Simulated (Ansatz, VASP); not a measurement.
# Ir in VASP and in Ansatz

```
Ir
1.0
    -1.54451    1.54451    1.54451
     1.54451   -1.54451    1.54451
     1.54451    1.54451   -1.54451
Ir
1
Direct
  0.00000 0.00000 0.00000
```

Alike in both runs: functional r2SCAN; k mesh 8 × 8 × 8; occupations gaussian, width 0.1 eV; no spin polarisation.

Ansatz relaxed the structure, and its values are those at the end. VASP's run is a single point on that final structure, the one shown.

```csv
,VASP,Ansatz
version,VASP 6.6.1,Ansatz 0.2.0
potentials or method,"VASP PAW PBE potentials, release 64 (Ir_sv_GW), cutoff 620 eV","scalar-relativistic, plane waves, PAW"
valence electrons in the cell,17,17
```

Ansatz gave:

```
gap on the k mesh at the Fermi level (eV) : none
pressure (GPa)                            : -0.1
```

Q: Which values does VASP return?

A: gap on the k mesh at the Fermi level (eV): none; pressure (GPa): -1.0.

VASP's potentials were made for PBE, not for r2SCAN. A gap of «none» marks a metal or a gap that the smearing closes.

Neither program's run includes spin-orbit coupling.
